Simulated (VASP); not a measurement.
# Cr (Im-3m) in VASP: single point with LDA

Aim: the single point of Cr with LDA.

Everything below comes from runs of VASP 6.6.1. Logs are shortened: lines on timing, memory, paths and dates and some standing lists are left out, and cuts for length are marked.

**1. The cell of the first run**

The structure is cubic, space group Im-3m (No. 229). Conventional cell: a = 2.922 Å, b = 2.922 Å, c = 2.922 Å, α = 90.00°, β = 90.00°, γ = 90.00°. Within 3.3 Å of Cr (site symmetry m-3m) lie 14 Cr at 2.53 to 2.92 Å.

**2. Single point, LDA, collinear spin, ferromagnetic start (volume scaled by 1.04)**

The input, INCAR:

```
SYSTEM = Cr
ALGO = Normal
EDIFF = 1E-6
ENCUT = 500
GGA = CA
GGA_COMPAT = .FALSE.
ISIF = 2
ISMEAR = -1
ISPIN = 2
LASPH = .TRUE.
LCHARG = .FALSE.
LMAXMIX = 4
LORBIT = 11
LREAL = .FALSE.
LWAVE = .FALSE.
MAGMOM = 3
NBANDS = 16
NELM = 200
PREC = Accurate
SIGMA = 0.08
```

The input, KPOINTS:

```
k-points
0
G
  18 18 18
  0 0 0
```

The input, POSCAR:

```
Cr
1.0
   -1.4609252023      1.4609252023      1.4609252023
    1.4609252023     -1.4609252023      1.4609252023
    1.4609252023      1.4609252023     -1.4609252023
Cr
1
Direct
    0.0000000000      0.0000000000      0.0000000000
```

Potentials or basis: VASP PAW LDA potentials, release 64 (Cr_pv).

Started as:

```
$ cat potpaw_LDA.64/Cr_pv/POTCAR > POTCAR
$ mpirun -np 1 vasp_std > vasp.out
```

OUTCAR:

```text
SYSTEM = Cr
   EDIFF = 1E-6
   ENCUT = 500
   GGA = CA
   ISIF = 2
   ISMEAR = -1
   ISPIN = 2
   LASPH = .TRUE.
   LORBIT = 11
   LREAL = .FALSE.
   NELM = 200
   PREC = Accurate

 ion  position               nearest neighbor table
   1  0.000  0.000  0.000-

  LATTYP: Found a body centered cubic cell.
 ALAT       =     2.9218504046

  Lattice vectors:

 A1 = (  -1.4609252023,   1.4609252023,   1.4609252023)
 A2 = (   1.4609252023,  -1.4609252023,   1.4609252023)
 A3 = (   1.4609252023,   1.4609252023,  -1.4609252023)

Analysis of symmetry for initial positions (statically):
=====================================================================
 Subroutine PRICEL returns:
 Original cell was already a primitive cell.

 Routine SETGRP: Setting up the symmetry group for a
 body centered cubic supercell.

 Subroutine GETGRP returns: Found 48 space group operations
 (whereof 48 operations were pure point group operations)
 out of a pool of 48 trial point group operations.

The static configuration has the point symmetry O_h .

Analysis of symmetry for dynamics (positions and initial velocities):
=====================================================================
 Subroutine PRICEL returns:
 Original cell was already a primitive cell.

 Routine SETGRP: Setting up the symmetry group for a
 body centered cubic supercell.

 Subroutine GETGRP returns: Found 48 space group operations
 (whereof 48 operations were pure point group operations)
 out of a pool of 48 trial point group operations.

The dynamic configuration has the point symmetry O_h .

Analysis of structural, dynamic, and magnetic symmetry:
=====================================================================
 Subroutine PRICEL returns:
 Original cell was already a primitive cell.

 Routine SETGRP: Setting up the symmetry group for a
 body centered cubic supercell.

 Subroutine GETGRP returns: Found 48 space group operations
 (whereof 48 operations were pure point group operations)
 out of a pool of 48 trial point group operations.

The overall configuration has the point symmetry O_h .

 Subroutine INISYM returns: Found 48 space group operations
 (whereof 48 operations are pure point group operations),
 and found     1 'primitive' translations

----------------------------------------------------------------------------------------

                                     Primitive cell

  volume of cell :      12.4722

  direct lattice vectors                    reciprocal lattice vectors
    -1.460925202  1.460925202  1.460925202     0.000000000  0.342248870  0.342248870
     1.460925202 -1.460925202  1.460925202     0.342248870  0.000000000  0.342248870
     1.460925202  1.460925202 -1.460925202     0.342248870  0.342248870  0.000000000

  length of vectors
     2.530396676  2.530396676  2.530396676     0.484012994  0.484012994  0.484012994

  position of ions in fractional coordinates (direct lattice)
     0.000000000  0.000000000  0.000000000

  ion indices of the primitive-cell ions
   primitive index   ion index
                 1           1

----------------------------------------------------------------------------------------

 KPOINTS: k-points

Automatic generation of k-mesh.
 Grid dimensions read from file:
 generate k-points for:   18   18   18

 Generating k-lattice:

  Cartesian coordinates                     Fractional coordinates (reciprocal lattice)
     0.000000000  0.019013826  0.019013826     0.055555556  0.000000000  0.000000000
     0.019013826  0.000000000  0.019013826     0.000000000  0.055555556  0.000000000
     0.019013826  0.019013826  0.000000000     0.000000000  0.000000000  0.055555556

  Length of vectors
     0.026889611  0.026889611  0.026889611

  Shift w.r.t. Gamma in fractional coordinates (k-lattice)
     0.000000000  0.000000000  0.000000000

 Subroutine IBZKPT returns following result:
 ===========================================

 Found    195 irreducible k-points:

 Following reciprocal coordinates:
            Coordinates               Weight
  0.000000  0.000000  0.000000      1.000000
  0.055556  0.000000  0.000000     12.000000
  0.111111  0.000000  0.000000     12.000000
  0.166667  0.000000  0.000000     12.000000
  0.222222  0.000000  0.000000     12.000000
  0.277778  0.000000  0.000000     12.000000
[... 16 lines left out ...]
  0.333333  0.111111  0.000000     48.000000
  0.388889  0.111111  0.000000     48.000000
 [... further k-points ...]
   k-points           NKPTS =    195   k-points in BZ     NKDIM =    195   number of bands    NBANDS=     16
   number of dos      NEDOS =    301   number of ions     NIONS =      1
   total plane-waves  NPLWV =   5832
   dimension x,y,z NGX =    18 NGY =   18 NGZ =   18
   dimension x,y,z NGXF=    36 NGYF=   36 NGZF=   36
   ions per type =               1
   NGX,Y,Z   is equivalent  to a cutoff of  11.83, 11.83, 11.83 a.u.
   NGXF,Y,Z  is equivalent  to a cutoff of  23.65, 23.65, 23.65 a.u.
 SYSTEM =  Cr
   PREC   = accura    normal or accurate (medium, high low for compatibility)
   ISTART =      0    job   : 0-new  1-cont  2-samecut
   ICHARG =      2    charge: 1-file 2-atom 10-const
   ISPIN  =      2    spin polarized calculation?
   LNONCOLLINEAR =      F non collinear calculations
   LSORBIT =      F    spin-orbit coupling
   LASPH  =      T    aspherical Exc in radial PAW
   ENCUT  =  500.0 eV  36.75 Ry    6.06 a.u.   4.61  4.61  4.61*2*pi/ulx,y,z
   NELM   =    200;   NELMIN=  2; NELMDL= -5     # of ELM steps
   EDIFF  = 0.1E-05   stopping-criterion for ELM
   LREAL  =      F    real-space projection
   EDIFFG = 0.1E-04   stopping-criterion for IOM
   NSW    =      0    number of steps for IOM
   IBRION =     -1    ionic relax: 0-MD 1-quasi-New 2-CG
   NFREE  =      0    steps in history (QN), initial steepest desc. (CG)
   ISIF   =      2    stress and relaxation
   ISYM   =      2    0-nonsym 1-usesym 2-fastsym
   POTIM  = 0.5000    time-step for ionic-motion
   TEBEG  =    0.0;   TEEND  =   0.0 temperature during run
   PSTRESS=    0.0 pullay stress
   NELECT =      12.0000    total number of electrons
   NUPDOWN=      -1.0000    fix difference up-down
   EMIN   =  10.00;   EMAX   =-10.00  energy-range for DOS
   EFERMI =   0.00;   METHOD = LEGACY
   ISMEAR =    -1;   SIGMA  =   0.08  broadening in eV -4-tet -1-fermi 0-gaus
   EFERMI_NEDOS =   21; number of points for ismear=-14 and -15
   IALGO  =     38    algorithm
   IMIX   =      4    mixing-type and parameters
     AMIX     =   0.40;   BMIX     =  1.00
     AMIX_MAG =   1.60;   BMIX_MAG =  1.00
  volume/ion in A,a.u.               =      12.47        84.17
  Fermi-wavevector in a.u.,A,eV,Ry     =   1.616171  3.054120 35.538529  2.612008
  Thomas-Fermi vector in A             =   2.710800
   LORBIT       =     11    0 simple, 1 ext, 2 COOP (PROOUT), +10 PAW based schemes
   GGA     = CA    functional components
   LHFCALC =     F    Hartree Fock is set to
   AEXX    =    0.0000 exact exchange contribution
   IVDW    =     0    specifies the selected vdW correction
   LEPSILON=     F    determine dielectric tensor
   LRPA    =     F    only Hartree local field effects (RPA)
 spin polarized calculation
  energy-cutoff  :      500.00
  volume of cell :       12.47
 maximum number of plane-waves:       329
   NGX =  9   NGY =  9   NGZ =  9

 number of electron      12.0000006 magnetization       0.0002734

 number of electron      12.0000006 magnetization      -0.0000507

 Free energy of the ion-electron system (eV)
  ---------------------------------------------------
  ext. energy  EPLUGINS =         0.00000000
  ---------------------------------------------------
  free energy    TOTEN  =       -10.45594549 eV

  energy without entropy =      -10.43732965  energy(sigma->0) =      -10.44663757

 E-fermi :   9.7209     XC(G=0): -13.5578

 val. band max:        9.7147682703   @ k =  -0.3333   0.3333   0.2778
 cond. band min:       9.7239737331   @ k =  -0.2222   0.3333   0.1111
 fundamental gap:      0.0092054628
 Fermi energy:         9.7209381883

 spin component 1

 k-point     1 :       0.0000    0.0000    0.0000
  band No.  band energies     occupation
      1     -32.7103      1.00000
      2     -32.7103      1.00000
      3     -32.7103      1.00000
      4       2.2145      1.00000
      5       8.8948      0.99997
      6       8.8948      0.99997
[... 8 lines left out ...]
     15      38.3169      0.00000
     16      42.0623      0.00000

 k-point     2 :       0.0556    0.0000    0.0000
  band No.  band energies     occupation
      1     -32.7335      1.00000
      2     -32.7176      1.00000
      3     -32.7104      1.00000
      4       2.3417      1.00000
      5       8.8479      0.99998
      6       8.8878      0.99997
[... 8 lines left out ...]
     15      38.5715      0.00000
     16      40.3656      0.00000

 k-point     3 :       0.1111    0.0000    0.0000
  band No.  band energies     occupation
      1     -32.7999      1.00000
      2     -32.7383      1.00000
      3     -32.7107      1.00000
      4       2.7137      1.00000
      5       8.7150      1.00000
      6       8.8529      0.99998
[... 8 lines left out ...]
     15      38.4035      0.00000
     16      38.4395      0.00000

 k-point     4 :       0.1667    0.0000    0.0000
  band No.  band energies     occupation
      1     -32.9008      1.00000
      2     -32.7701      1.00000
      3     -32.7112      1.00000
      4       3.2981      1.00000
      5       8.5170      1.00000
      6       8.7639      0.99999
[... 8 lines left out ...]
     15      37.0106      0.00000
     16      37.4434      0.00000
[... 324 lines left out ...]
 k-point    22 :       0.2778    0.1111    0.0000
  band No.  band energies     occupation
      1     -33.2692      1.00000
      2     -32.9021      1.00000
      3     -32.7434      1.00000
      4       5.6459      1.00000
      5       7.8342      1.00000
      6       8.4840      1.00000
[... 8 lines left out ...]
     15      38.2233      0.00000
     16      39.3812      0.00000

 k-point    23 :       0.3333    0.1111    0.0000
  band No.  band energies     occupation
      1     -33.3499      1.00000
      2     -32.9402      1.00000
      3     -32.7447      1.00000
      4       5.8925      1.00000
      5       7.6808      1.00000
      6       8.9287      0.99995
[... 8 lines left out ...]
     15      38.4182      0.00000
     16      39.6359      0.00000

 k-point    24 :       0.3889    0.1111    0.0000
  band No.  band energies     occupation
      1     -33.4020      1.00000
      2     -32.9652      1.00000
      3     -32.7455      1.00000
      4       5.9368      1.00000
      5       7.5855      1.00000
      6       9.3941      0.98346
[... 8 lines left out ...]
     15      38.6710      0.00000
     16      39.5136      0.00000

 [... further k-points ...]

 spin component 2

 k-point     1 :       0.0000    0.0000    0.0000
  band No.  band energies     occupation
      1     -32.7103      1.00000
      2     -32.7103      1.00000
      3     -32.7103      1.00000
      4       2.2145      1.00000
      5       8.8947      0.99997
      6       8.8947      0.99997
[... 8 lines left out ...]
     15      38.3170      0.00000
     16      42.0622      0.00000

 k-point     2 :       0.0556    0.0000    0.0000
  band No.  band energies     occupation
      1     -32.7335      1.00000
      2     -32.7176      1.00000
      3     -32.7104      1.00000
      4       2.3417      1.00000
      5       8.8479      0.99998
      6       8.8877      0.99997
[... 8 lines left out ...]
     15      38.5716      0.00000
     16      40.3655      0.00000

 k-point     3 :       0.1111    0.0000    0.0000
  band No.  band energies     occupation
      1     -32.8000      1.00000
      2     -32.7384      1.00000
      3     -32.7107      1.00000
      4       2.7136      1.00000
      5       8.7149      1.00000
      6       8.8529      0.99998
[... 8 lines left out ...]
     15      38.4034      0.00000
     16      38.4394      0.00000

 k-point     4 :       0.1667    0.0000    0.0000
  band No.  band energies     occupation
      1     -32.9008      1.00000
      2     -32.7701      1.00000
      3     -32.7112      1.00000
      4       3.2981      1.00000
      5       8.5169      1.00000
      6       8.7639      0.99999
[... 8 lines left out ...]
     15      37.0107      0.00000
     16      37.4433      0.00000
[... 324 lines left out ...]
 k-point    22 :       0.2778    0.1111    0.0000
  band No.  band energies     occupation
      1     -33.2693      1.00000
      2     -32.9021      1.00000
      3     -32.7434      1.00000
      4       5.6458      1.00000
      5       7.8341      1.00000
      6       8.4839      1.00000
[... 8 lines left out ...]
     15      38.2232      0.00000
     16      39.3811      0.00000

 k-point    23 :       0.3333    0.1111    0.0000
  band No.  band energies     occupation
      1     -33.3499      1.00000
      2     -32.9402      1.00000
      3     -32.7447      1.00000
      4       5.8925      1.00000
      5       7.6807      1.00000
      6       8.9287      0.99995
[... 8 lines left out ...]
     15      38.4182      0.00000
     16      39.6359      0.00000

 k-point    24 :       0.3889    0.1111    0.0000
  band No.  band energies     occupation
      1     -33.4020      1.00000
      2     -32.9652      1.00000
      3     -32.7455      1.00000
      4       5.9367      1.00000
      5       7.5854      1.00000
      6       9.3941      0.98346
[... 8 lines left out ...]
     15      38.6710      0.00000
     16      39.5136      0.00000

 [... further k-points ...]
[... 5 lines left out ...]
  --------------------------------------------------------------------------------------
  -------------------------------------------------------------------------------------
  Total       -2.4406171     -2.4406171     -2.4406171     -0.0000000      0.0000000      0.0000000
  in kB     -313.5207546   -313.5207546   -313.5207546     -0.0000000      0.0000000      0.0000000
  external PRESSURE =    -313.5207546 kB  Pullay stress =       0.0000000 kB

 VOLUME and BASIS-vectors are now :
 -----------------------------------------------------------------------------
  energy-cutoff  :      500.00
  volume of cell :       12.47
      direct lattice vectors                 reciprocal lattice vectors
    -1.460925202  1.460925202  1.460925202     0.000000000  0.342248870  0.342248870
     1.460925202 -1.460925202  1.460925202     0.342248870  0.000000000  0.342248870
     1.460925202  1.460925202 -1.460925202     0.342248870  0.342248870  0.000000000

 POSITION                                       TOTAL-FORCE (eV/Angst)
 -----------------------------------------------------------------------------------
      0.00000      0.00000      0.00000         0.000000     -0.000000      0.000000
 -----------------------------------------------------------------------------------
    total drift:                                0.000000      0.000000      0.000000

  FREE ENERGIE OF THE ION-ELECTRON SYSTEM (eV)
  ---------------------------------------------------
  free  energy   TOTEN  =       -10.4559454910 eV

  energy  without entropy=      -10.4373296485  energy(sigma->0) =      -10.44663757

 total charge

# of ion       s       p       d       tot
------------------------------------------
    1        0.403   6.353   4.152  10.909

 magnetization (x)

# of ion       s       p       d       tot
------------------------------------------
    1        0.000  -0.000  -0.000  -0.000
```

Run time: 54 s. Hardware: 1 thread of Intel Xeon 6455B, shared host; peak memory 0.16 GiB.

Results:

- Free energy: -10.4559 eV
- Pressure: -31.4 GPa
- Band gap on the k mesh: zero (filled and empty bands overlap)
- Net moment: 0.00 μB per cell
- Valence electrons inside the program's atomic spheres: Cr 10.91

Levels at points of the mesh, in eV from the Fermi level:
Spin up:
| k point | band 2 | band 3 | band 4 | band 5 | band 6 | band 7 | band 8 | band 9 | band 10 | band 11 |
| --- | --- | --- | --- | --- | --- | --- | --- | --- | --- | --- |
| (0.00, 0.00, 0.00) | -42.43 | -42.43 | -7.51 | -0.83 | -0.83 | -0.83 | 0.98 | 0.98 | 5.30 | 21.75 |
| (0.50, 0.00, 0.00) | -42.67 | -42.44 | -4.07 | -2.21 | 0.98 | 1.03 | 1.27 | 2.57 | 5.29 | 9.06 |
| (0.50, 0.50, 0.50) | -42.94 | -42.94 | -3.90 | -3.90 | 2.21 | 2.21 | 2.21 | 5.29 | 9.94 | 9.94 |
Spin down:
| k point | band 3 | band 4 | band 5 | band 6 | band 7 | band 8 | band 9 | band 10 |
| --- | --- | --- | --- | --- | --- | --- | --- | --- |
| (0.00, 0.00, 0.00) | -42.43 | -7.51 | -0.83 | -0.83 | -0.83 | 0.98 | 0.98 | 5.30 |
| (0.50, 0.00, 0.00) | -42.44 | -4.07 | -2.21 | 0.98 | 1.03 | 1.27 | 2.57 | 5.29 |
| (0.50, 0.50, 0.50) | -42.94 | -3.90 | -3.90 | 2.21 | 2.21 | 2.21 | 5.29 | 9.94 |

Caveat: the starting moments collapsed, and a magnetic state may lie lower.
